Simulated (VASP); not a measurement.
# AlSn (P-6m2) in VASP: notebook

The runs below take AlSn through single point, with RPBE+D4.

Everything below comes from runs of VASP 6.6.1. Logs are shortened: lines on timing, memory, paths and dates and some standing lists are left out, and cuts for length are marked.

## 1. The cell of the first run

The structure is hexagonal, space group P-6m2 (No. 187). Conventional cell: a = 4.253 Å, b = 4.253 Å, c = 3.350 Å, α = 90.00°, β = 90.00°, γ = 120.00°. Sn (site symmetry -6m2) has 6 Al at 2.97 Å and 2 Sn at 3.35 Å within 3.9 Å. Al (site symmetry -6m2) has 6 Sn at 2.97 Å and 2 Al at 3.35 Å within 3.9 Å.

## 2. Single point, RPBE+D4 (26.25 Å³/atom)

INCAR

```
PREC     = Accurate       # precision mode
ENCUT    = 520            # plane-wave cutoff, eV
EDIFF    = 1E-6           # SCF threshold, eV
ISMEAR   = 1              # smearing method
SIGMA    = 0.2            # smearing width, eV
LREAL    = F              # projectors in reciprocal space
LASPH    = T              # aspherical terms in the spheres
NELM     = 60             # most SCF steps
ALGO     = Normal         # electronic algorithm
ISIF     = 2              # what is computed and relaxed
LWAVE    = F              # write WAVECAR
LCHARG   = F              # write CHGCAR
GGA      = RP             # functional
IVDW     = 13             # dispersion correction
NBANDS   = 16             # bands
```

KPOINTS

```
Automatic mesh
0
Gamma
  7 7 8
```

POSCAR

```
AlSn
1.0
    4.2533501828      0.0000000000      0.0000000000
   -2.1266750913      3.6835093094      0.0000000000
    0.0000000000      0.0000000000      3.3503631350
Sn Al
1 1
Direct
    0.3333333333      0.6666666667      0.5000000000
    0.0000000000      0.0000000000      0.0000000000
```

Potentials or basis: VASP PAW PBE potentials, release 64 (Sn_d, Al).

Started as:

```sh
$ cat potpaw_PBE.64/Sn_d/POTCAR potpaw_PBE.64/Al/POTCAR > POTCAR
$ mpirun -np 1 vasp_std > vasp.out
```

OUTCAR:

```text
PREC = Accurate
   ENCUT = 520
   EDIFF = 1E-6
   ISMEAR = 1
   LREAL = F
   LASPH = T
   NELM = 60
   ISIF = 2
   GGA = RP
   IVDW = 13

 ion  position               nearest neighbor table
   1  0.333  0.667  0.500-   2 2.97   2 2.97   2 2.97   2 2.97   2 2.97   2 2.97
   2  0.000  0.000  0.000-   1 2.97   1 2.97   1 2.97   1 2.97   1 2.97   1 2.97

  LATTYP: Found a hexagonal cell.
 ALAT       =     4.2533501828
 C/A-ratio  =     0.7876998110

  Lattice vectors:

 A1 = (   4.2533501828,   0.0000000000,   0.0000000000)
 A2 = (  -2.1266750913,   3.6835093094,   0.0000000000)
 A3 = (   0.0000000000,   0.0000000000,   3.3503631350)

Analysis of symmetry for initial positions (statically):
=====================================================================
 Subroutine PRICEL returns:
 Original cell was already a primitive cell.

 Routine SETGRP: Setting up the symmetry group for a
 hexagonal supercell.

 Subroutine GETGRP returns: Found 12 space group operations
 (whereof 12 operations were pure point group operations)
 out of a pool of 24 trial point group operations.

The static configuration has the point symmetry D_3h.

Analysis of symmetry for dynamics (positions and initial velocities):
=====================================================================
 Subroutine PRICEL returns:
 Original cell was already a primitive cell.

 Routine SETGRP: Setting up the symmetry group for a
 hexagonal supercell.

 Subroutine GETGRP returns: Found 12 space group operations
 (whereof 12 operations were pure point group operations)
 out of a pool of 24 trial point group operations.

The dynamic configuration has the point symmetry D_3h.

 Subroutine INISYM returns: Found 12 space group operations
 (whereof 12 operations are pure point group operations),
 and found     1 'primitive' translations

----------------------------------------------------------------------------------------

                                     Primitive cell

  volume of cell :      52.4910

  direct lattice vectors                    reciprocal lattice vectors
     4.253350183  0.000000000  0.000000000     0.235108786  0.135740121  0.000000000
    -2.126675091  3.683509309  0.000000000     0.000000000  0.271480242  0.000000000
     0.000000000  0.000000000  3.350363135     0.000000000  0.000000000  0.298475108

  length of vectors
     4.253350183  4.253350183  3.350363135     0.271480242  0.271480242  0.298475108

  position of ions in fractional coordinates (direct lattice)
     0.333333333  0.666666667  0.500000000
     0.000000000  0.000000000  0.000000000

  ion indices of the primitive-cell ions
   primitive index   ion index
                 1           1
                 2           2

----------------------------------------------------------------------------------------

 KPOINTS: Automatic mesh

Automatic generation of k-mesh.
 Grid dimensions read from file:
 generate k-points for:    7    7    8

 Generating k-lattice:

  Cartesian coordinates                     Fractional coordinates (reciprocal lattice)
     0.033586969  0.019391446  0.000000000     0.142857143  0.000000000  0.000000000
     0.000000000  0.038782892  0.000000000     0.000000000  0.142857143  0.000000000
     0.000000000  0.000000000  0.037309389     0.000000000  0.000000000  0.125000000

  Length of vectors
     0.038782892  0.038782892  0.037309389

  Shift w.r.t. Gamma in fractional coordinates (k-lattice)
     0.000000000  0.000000000  0.000000000

 Subroutine IBZKPT returns following result:
 ===========================================

 Found     40 irreducible k-points:

 Following reciprocal coordinates:
            Coordinates               Weight
  0.000000  0.000000  0.000000      1.000000
  0.142857  0.000000  0.000000      6.000000
  0.285714  0.000000  0.000000      6.000000
  0.428571  0.000000  0.000000      6.000000
  0.142857  0.142857  0.000000      6.000000
  0.285714  0.142857  0.000000     12.000000
[... 16 lines left out ...]
  0.428571  0.142857  0.250000     12.000000
  0.285714  0.285714  0.250000     12.000000
 [... further k-points ...]
   k-points           NKPTS =     40   k-points in BZ     NKDIM =     40   number of bands    NBANDS=     16
   number of dos      NEDOS =    301   number of ions     NIONS =      2
   total plane-waves  NPLWV =  28672
   dimension x,y,z NGX =    32 NGY =   32 NGZ =   28
   dimension x,y,z NGXF=    64 NGYF=   64 NGZF=   56
   ions per type =               1   1
   NGX,Y,Z   is equivalent  to a cutoff of  12.51, 12.51, 13.89 a.u.
   NGXF,Y,Z  is equivalent  to a cutoff of  25.01, 25.01, 27.79 a.u.
 SYSTEM =  unknown system
   PREC   = accura    normal or accurate (medium, high low for compatibility)
   ISTART =      0    job   : 0-new  1-cont  2-samecut
   ICHARG =      2    charge: 1-file 2-atom 10-const
   ISPIN  =      1    spin polarized calculation?
   LNONCOLLINEAR =      F non collinear calculations
   LSORBIT =      F    spin-orbit coupling
   LASPH  =      T    aspherical Exc in radial PAW
   ENCUT  =  520.0 eV  38.22 Ry    6.18 a.u.   7.91  7.91  6.23*2*pi/ulx,y,z
   NELM   =     60;   NELMIN=  2; NELMDL= -5     # of ELM steps
   EDIFF  = 0.1E-05   stopping-criterion for ELM
   LREAL  =      F    real-space projection
   EDIFFG = 0.1E-04   stopping-criterion for IOM
   NSW    =      0    number of steps for IOM
   IBRION =     -1    ionic relax: 0-MD 1-quasi-New 2-CG
   NFREE  =      0    steps in history (QN), initial steepest desc. (CG)
   ISIF   =      2    stress and relaxation
   ISYM   =      2    0-nonsym 1-usesym 2-fastsym
   POTIM  = 0.5000    time-step for ionic-motion
   TEBEG  =    0.0;   TEEND  =   0.0 temperature during run
   PSTRESS=    0.0 pullay stress
   NELECT =      17.0000    total number of electrons
   NUPDOWN=      -1.0000    fix difference up-down
   EMIN   =  10.00;   EMAX   =-10.00  energy-range for DOS
   EFERMI =   0.00;   METHOD = LEGACY
   ISMEAR =     1;   SIGMA  =   0.20  broadening in eV -4-tet -1-fermi 0-gaus
   EFERMI_NEDOS =   21; number of points for ismear=-14 and -15
   IALGO  =     38    algorithm
   IMIX   =      4    mixing-type and parameters
     AMIX     =   0.40;   BMIX     =  1.00
     AMIX_MAG =   1.60;   BMIX_MAG =  1.00
  volume/ion in A,a.u.               =      26.25       177.11
  Fermi-wavevector in a.u.,A,eV,Ry     =   1.124250  2.124524 17.196920  1.263938
  Thomas-Fermi vector in A             =   2.260921
   LORBIT       =      0    0 simple, 1 ext, 2 COOP (PROOUT), +10 PAW based schemes
   GGA     = RP    functional components
   LHFCALC =     F    Hartree Fock is set to
   AEXX    =    0.0000 exact exchange contribution
   IVDW    =    13    specifies the selected vdW correction
   LEPSILON=     F    determine dielectric tensor
   LRPA    =     F    only Hartree local field effects (RPA)
 non-spin polarized calculation
 Methfessel and Paxton  Order N= 1 SIGMA  =   0.20
  energy-cutoff  :      520.00
  volume of cell :       52.49
 maximum number of plane-waves:      1440
 NGX is ok and might be reduce to    32
   NGX = 15   NGY = 15   NGZ = 13

 number of electron      17.0000003 magnetization

 Free energy of the ion-electron system (eV)
  ---------------------------------------------------
  ext. energy  EPLUGINS =         0.00000000
  ---------------------------------------------------
  free energy    TOTEN  =        -6.59356404 eV

  energy without entropy =       -6.59769561  energy(sigma->0) =       -6.59494123

 E-fermi :   6.1481     XC(G=0):  -9.3230

 val. band max:        6.0403059470   @ k =   0.2857   0.2857   0.2500
 cond. band min:       6.1508677557   @ k =   0.0000   0.0000   0.1250
 fundamental gap:      0.1105618088
 Fermi energy:         6.1481416764

 k-point     1 :       0.0000    0.0000    0.0000
  band No.  band energies     occupation
      1     -15.2581      2.00000
      2     -15.1685      2.00000
      3     -15.1685      2.00000
      4     -15.1503      2.00000
      5     -15.1503      2.00000
      6      -4.0511      2.00000
[... 8 lines left out ...]
     15      17.3229      0.00000
     16      18.6915      0.00000

 k-point     2 :       0.1429    0.0000    0.0000
  band No.  band energies     occupation
      1     -15.2567      2.00000
      2     -15.1688      2.00000
      3     -15.1653      2.00000
      4     -15.1513      2.00000
      5     -15.1505      2.00000
      6      -3.8476      2.00000
[... 8 lines left out ...]
     15      15.9510      0.00000
     16      18.2354      0.00000

 k-point     3 :       0.2857    0.0000    0.0000
  band No.  band energies     occupation
      1     -15.2538      2.00000
      2     -15.1695      2.00000
      3     -15.1583      2.00000
      4     -15.1535      2.00000
      5     -15.1512      2.00000
      6      -3.2627      2.00000
[... 8 lines left out ...]
     15      15.5828      0.00000
     16      17.3747      0.00000

 k-point     4 :       0.4286    0.0000    0.0000
  band No.  band energies     occupation
      1     -15.2516      2.00000
      2     -15.1700      2.00000
      3     -15.1553      2.00000
      4     -15.1527      2.00000
      5     -15.1517      2.00000
      6      -2.4830      2.00000
[... 8 lines left out ...]
     15      15.2929      0.00000
     16      16.9578      0.00000

 k-point     5 :       0.1429    0.1429    0.0000
  band No.  band energies     occupation
      1     -15.2546      2.00000
      2     -15.1688      2.00000
      3     -15.1608      2.00000
      4     -15.1528      2.00000
      5     -15.1511      2.00000
      6      -3.4514      2.00000
[... 8 lines left out ...]
     15      15.2682      0.00000
     16      17.4158      0.00000

 k-point     6 :       0.2857    0.1429    0.0000
  band No.  band energies     occupation
      1     -15.2520      2.00000
      2     -15.1683      2.00000
      3     -15.1557      2.00000
      4     -15.1545      2.00000
      5     -15.1519      2.00000
      6      -2.7330      2.00000
[... 8 lines left out ...]
     15      15.4314      0.00000
     16      16.9966      0.00000
[... 267 lines left out ...]
 k-point    21 :       0.1429    0.1429    0.2500
  band No.  band energies     occupation
      1     -15.1821      2.00000
      2     -15.1794      2.00000
      3     -15.1773      2.00000
      4     -15.1649      2.00000
      5     -15.1573      2.00000
      6      -2.6036      2.00000
[... 8 lines left out ...]
     15      16.0426      0.00000
     16      16.4735      0.00000

 k-point    22 :       0.2857    0.1429    0.2500
  band No.  band energies     occupation
      1     -15.1849      2.00000
      2     -15.1806      2.00000
      3     -15.1751      2.00000
      4     -15.1633      2.00000
      5     -15.1524      2.00000
      6      -1.8908      2.00000
[... 8 lines left out ...]
     15      16.3271      0.00000
     16      17.7162      0.00000

 k-point    23 :       0.4286    0.1429    0.2500
  band No.  band energies     occupation
      1     -15.1861      2.00000
      2     -15.1811      2.00000
      3     -15.1746      2.00000
      4     -15.1617      2.00000
      5     -15.1506      2.00000
      6      -1.3466      2.00000
[... 8 lines left out ...]
     15      16.4187      0.00000
     16      18.5094      0.00000

 k-point    24 :       0.2857    0.2857    0.2500
  band No.  band energies     occupation
      1     -15.1851      2.00000
      2     -15.1825      2.00000
      3     -15.1722      2.00000
      4     -15.1605      2.00000
      5     -15.1533      2.00000
      6      -1.2398      2.00000
[... 8 lines left out ...]
     15      18.0721      0.00000
     16      18.1447      0.00000

 [... further k-points ...]

------------------------ aborting loop because EDIFF is reached ----------------------------------------

  DFT-D4 for vdW energy calculation

  Edisp (eV):   -1.15476

  FORCE on cell =-STRESS in cart. coord.  units (eV):
  Direction    XX          YY          ZZ          XY          YZ          ZX
  --------------------------------------------------------------------------------------
  -------------------------------------------------------------------------------------
  Total      -1.37912    -1.37912    -1.22306    -0.00000     0.00000     0.00000
  in kB     -42.09466   -42.09466   -37.33129    -0.00000     0.00000     0.00000
  external pressure =      -40.51 kB  Pullay stress =        0.00 kB

 VOLUME and BASIS-vectors are now :
 -----------------------------------------------------------------------------
  energy-cutoff  :      520.00
  volume of cell :       52.49
      direct lattice vectors                 reciprocal lattice vectors
     4.253350183  0.000000000  0.000000000     0.235108786  0.135740121  0.000000000
    -2.126675091  3.683509309  0.000000000     0.000000000  0.271480242  0.000000000
     0.000000000  0.000000000  3.350363135     0.000000000  0.000000000  0.298475108

 POSITION                                       TOTAL-FORCE (eV/Angst)
 -----------------------------------------------------------------------------------
     -0.00000      2.45567      1.67518        -0.000000     -0.000000      0.000000
      0.00000      0.00000      0.00000         0.000000      0.000000      0.000000
 -----------------------------------------------------------------------------------
    total drift:                                0.000000     -0.000000     -0.000000

  FREE ENERGIE OF THE ION-ELECTRON SYSTEM (eV)
  ---------------------------------------------------
  free  energy   TOTEN  =        -7.7483198460 eV

  energy  without entropy=       -7.7524514167  energy(sigma->0) =       -7.74969704
```

It took 22 s on 1 thread of Intel Xeon Platinum 8488C (Sapphire Rapids), shared host; peak memory 0.18 GiB.

What came out:

| Quantity | Value |
| --- | --- |
| Free energy | -7.7483 eV |
| Pressure | -4.1 GPa |
| Band gap on the k mesh | zero (an odd number of electrons rules out a gap without spin polarisation) |
| Dispersion energy per atom | -0.577 eV |

Stress tensor (GPa, compression positive):
```
-4.21  0.00  0.00
 0.00 -4.21  0.00
 0.00  0.00 -3.73
```

Caveat: the cell stands under tension; the PAW data sets were made with another functional, which shifts forces and pressure a little; spin-orbit coupling is left out, which moves the levels of the heavy elements.

## 3. Single point, RPBE+D4 (26.75 Å³/atom)

This run uses another cell than the first one, of 26.75 Å³/atom.

INCAR

```
ALGO = Normal
EDIFF = 1E-6
ENCUT = 520
GGA = RP
ISIF = 2
ISMEAR = 1
IVDW = 13
LASPH = True
LCHARG = False
LREAL = False
LWAVE = False
NBANDS = 16
NELM = 100
PREC = Accurate
SIGMA = 0.2
```

KPOINTS

```
k-points
0
Gamma
  7 7 8
```

POSCAR

```
AlSn
1.0
    4.2804423157      0.0000000000      0.0000000000
   -2.1402211578      3.7069717847      0.0000000000
    0.0000000000      0.0000000000      3.3717036030
Sn Al
1 1
Direct
    0.3333333333      0.6666666667      0.5000000000
    0.0000000000      0.0000000000      0.0000000000
```

Potentials or basis: VASP PAW PBE potentials, release 64 (Sn_d, Al).

Started as:

```sh
$ cat potpaw_PBE.64/Sn_d/POTCAR potpaw_PBE.64/Al/POTCAR > POTCAR
$ mpirun -np 1 vasp_std > vasp.out
```

Wall time 18 s (1 thread of Intel Xeon Platinum 8488C (Sapphire Rapids), shared host); peak memory 0.19 GiB.

The run converged. Its results:

- Free energy: -7.7208 eV
- Pressure: -4.7 GPa
- Band gap on the k mesh: zero (an odd number of electrons rules out a gap without spin polarisation)
- Dispersion energy per atom: -0.566 eV

Stress tensor (GPa, compression positive):
```
-4.79  0.00  0.00
 0.00 -4.79  0.00
 0.00  0.00 -4.57
```

Levels at points of the mesh, in eV from the Fermi level:
| k point | band 4 | band 5 | band 6 | band 7 | band 8 | band 9 | band 10 | band 11 | band 12 | band 13 |
| --- | --- | --- | --- | --- | --- | --- | --- | --- | --- | --- |
| (0.00, 0.00, 0.00) | -21.28 | -21.28 | -10.06 | -0.19 | -0.19 | 0.42 | 2.51 | 3.08 | 3.08 | 5.09 |
| (0.00, 0.00, 0.50) | -21.29 | -21.23 | -7.21 | -5.95 | 2.60 | 2.60 | 3.44 | 3.44 | 3.47 | 3.91 |

Caveat: the cell stands under tension; the PAW data sets were made with another functional, which shifts forces and pressure a little; spin-orbit coupling is left out, which moves the levels of the heavy elements.
